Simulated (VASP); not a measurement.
# SnO2 (P4_2/mnm) in VASP: further runs, part 3 of 3

VASP 6.6.1. The steps go on from the part before.

## (5) Single point, PBEsol

This run uses another cell than the first one, of 11.92 Å³/atom.

Contents of INCAR:

```
SYSTEM = SnO2
ALGO = Normal
EDIFF = 1E-7
ENCUT = 520
GGA = PS
ISIF = 2
ISMEAR = 1
LASPH = .TRUE.
LCHARG = .FALSE.
LREAL = .FALSE.
LWAVE = .FALSE.
NBANDS = 35
NELM = 60
PREC = Accurate
SIGMA = 0.05
```

Contents of KPOINTS:

```
k-points
0
G
  4 4 6
  0 0 0
```

Contents of POSCAR:

```
SnO2
1.0
    4.7380000000      0.0000000000      0.0000000000
    0.0000000000      4.7380000000      0.0000000000
    0.0000000000      0.0000000000      3.1865000000
Sn O
2 4
Direct
    0.0000000000      0.0000000000      0.0000000000
    0.5000000000      0.5000000000      0.5000000000
    0.3071000000      0.3071000000      0.0000000000
    0.1929000000      0.8071000000      0.5000000000
    0.6929000000      0.6929000000      0.0000000000
    0.8071000000      0.1929000000      0.5000000000
```

Potentials or basis: VASP PAW PBE potentials, release 64 (Sn_d, O).

Command:

```bash
$ cat potpaw_PBE.64/Sn_d/POTCAR potpaw_PBE.64/O/POTCAR > POTCAR
$ mpirun -np 1 vasp_std > vasp.out
```

OUTCAR:

```text
SYSTEM = SnO2
   EDIFF = 1E-7
   ENCUT = 520
   GGA = PS
   ISIF = 2
   ISMEAR = 1
   LASPH = .TRUE.
   LREAL = .FALSE.
   NELM = 60
   PREC = Accurate

 ion  position               nearest neighbor table
   1  0.000  0.000  0.000-   4 2.05   6 2.05   4 2.05   6 2.05   5 2.06   3 2.06   2 3.71   2 3.71
                             2 3.71   2 3.71   2 3.71   2 3.71   2 3.71   2 3.71
   2  0.500  0.500  0.500-   3 2.05   5 2.05   3 2.05   5 2.05   4 2.06   6 2.06   1 3.71   1 3.71
                             1 3.71   1 3.71   1 3.71   1 3.71   1 3.71   1 3.71
   3  0.307  0.307  0.000-   2 2.05   2 2.05   1 2.06
   4  0.193  0.807  0.500-   1 2.05   1 2.05   2 2.06
   5  0.693  0.693  0.000-   2 2.05   2 2.05   1 2.06
   6  0.807  0.193  0.500-   1 2.05   1 2.05   2 2.06

  LATTYP: Found a simple tetragonal cell.
 ALAT       =     4.7380000000
 C/A-ratio  =     0.6725411566

  Lattice vectors:

 A1 = (   4.7380000000,   0.0000000000,   0.0000000000)
 A2 = (   0.0000000000,   4.7380000000,   0.0000000000)
 A3 = (   0.0000000000,   0.0000000000,   3.1865000000)

[... 184 lines left out ...]
 E-fermi :   6.0603     XC(G=0): -11.5355

 val. band max:        6.0181697768   @ k =   0.0000   0.0000   0.0000
 cond. band min:       7.1951041557   @ k =   0.0000   0.0000   0.0000
 fundamental gap:      1.1769343788
 Fermi energy:         6.0602638878

 k-point     1 :       0.0000    0.0000    0.0000
  band No.  band energies     occupation
      1     -15.0181      2.00000
      2     -14.2409      2.00000
      3     -13.9371      2.00000
      4     -13.9160      2.00000
      5     -13.9160      2.00000
      6     -13.8335      2.00000
[... 901 lines left out ...]
     34      17.0844      0.00000
     35      18.9990      0.00000

------------------------ aborting loop because EDIFF is reached ----------------------------------------

  FORCE on cell =-STRESS in cart. coord.  units (eV):
  Direction    XX          YY          ZZ          XY          YZ          ZX
  --------------------------------------------------------------------------------------
  -------------------------------------------------------------------------------------
  Total        2.0610102      2.0610102      3.0792634      0.0000000      0.0000000      0.0000000
  in kB       46.1622198     46.1622198     68.9689132      0.0000000      0.0000000      0.0000000
  external PRESSURE =      53.7644509 kB  Pullay stress =       0.0000000 kB

 VOLUME and BASIS-vectors are now :
 -----------------------------------------------------------------------------
  energy-cutoff  :      520.00
  volume of cell :       71.53
      direct lattice vectors                 reciprocal lattice vectors
     4.738000000  0.000000000  0.000000000     0.211059519  0.000000000  0.000000000
     0.000000000  4.738000000  0.000000000     0.000000000  0.211059519  0.000000000
     0.000000000  0.000000000  3.186500000     0.000000000  0.000000000  0.313823945

 POSITION                                       TOTAL-FORCE (eV/Angst)
 -----------------------------------------------------------------------------------
      0.00000      0.00000      0.00000         0.000000     -0.000000      0.000000
      2.36900      2.36900      1.59325         0.000000     -0.000000      0.000000
      1.45504      1.45504      0.00000        -0.161416     -0.161416      0.000000
      0.91396      3.82404      1.59325         0.161416     -0.161416      0.000000
      3.28296      3.28296      0.00000         0.161416      0.161416      0.000000
      3.82404      0.91396      1.59325        -0.161416      0.161416      0.000000
 -----------------------------------------------------------------------------------
    total drift:                               -0.000000      0.000000      0.000000

  FREE ENERGIE OF THE ION-ELECTRON SYSTEM (eV)
  ---------------------------------------------------
  free  energy   TOTEN  =       -39.6348039436 eV

  energy  without entropy=      -39.6348341410  energy(sigma->0) =      -39.63481401
```

Wall time 38 s (1 thread of Intel Xeon Platinum 8259CL at 2.50GHz (Skylake/Cascade Lake), shared host); peak memory 0.19 GiB.

What came out:

- Free energy: -39.6348 eV
- Pressure: 5.4 GPa
- Largest force: 0.228 eV/Å
- Band gap on the k mesh: 1.18 eV

Forces on the atoms (eV/Å):
```
Sn   0.000  0.000  0.000
Sn   0.000  0.000  0.000
O   -0.161 -0.161  0.000
O    0.161 -0.161  0.000
O    0.161  0.161  0.000
O   -0.161  0.161  0.000
```

Levels at points of the mesh, in eV from the valence-band top:
```tsv
k point	band 24	band 25	band 26	band 27	band 28	band 29
(0.00, 0.00, 0.00)	-0.80	-0.80	0.00	1.18	6.03	6.17
(0.50, 0.00, 0.00)	-1.21	-0.65	-0.65	4.36	4.36	6.92
(0.50, 0.50, 0.00)	-1.33	-0.91	-0.91	4.75	4.75	7.38
(0.00, 0.00, 0.50)	-1.69	-1.28	-1.28	6.15	6.15	9.59
(0.50, 0.00, 0.50)	-1.12	-0.71	-0.71	6.43	6.43	7.90
(0.50, 0.50, 0.50)	-0.99	-0.85	-0.85	4.81	4.81	8.69
```

Caveat: the cell stands under pressure; the PAW data sets were made with another functional, which shifts forces and pressure a little; spin-orbit coupling is left out, which moves the levels of the heavy elements.

## (6) Summary

```tsv
cell	gap on the mesh (eV)	pressure (GPa)	largest force (eV/Å)
a = 4.608, b = 4.608, c = 3.099 Å, 6 atoms	2.20	28.0	0.62
a = 4.652, b = 4.652, c = 3.129 Å, 6 atoms	1.84	19.3	0.48
a = 4.696, b = 4.696, c = 3.158 Å, 6 atoms	1.50	11.8	0.35
a = 4.738, b = 4.738, c = 3.187 Å, 6 atoms	1.18	5.4	0.23
```

Alike in all rows: task single point; level PBEsol; potentials or basis VASP PAW PBE potentials, release 64 (Sn_d, O); no spin polarisation; k mesh 4 × 4 × 6; cutoff (eV) 520; smearing methfessel-paxton 0.05 eV.

Caveats: the PAW data sets were made with another functional, which shifts forces and pressure a little; spin-orbit coupling is left out, which moves the levels of the heavy elements; the cell stands under pressure (at least some runs); the stress differs along the axes, from 25 to 34 GPa (at least some runs); the stress differs along the axes, from 17 to 24 GPa (at least some runs).

Absolute energies hang on the potentials; compare differences alone.
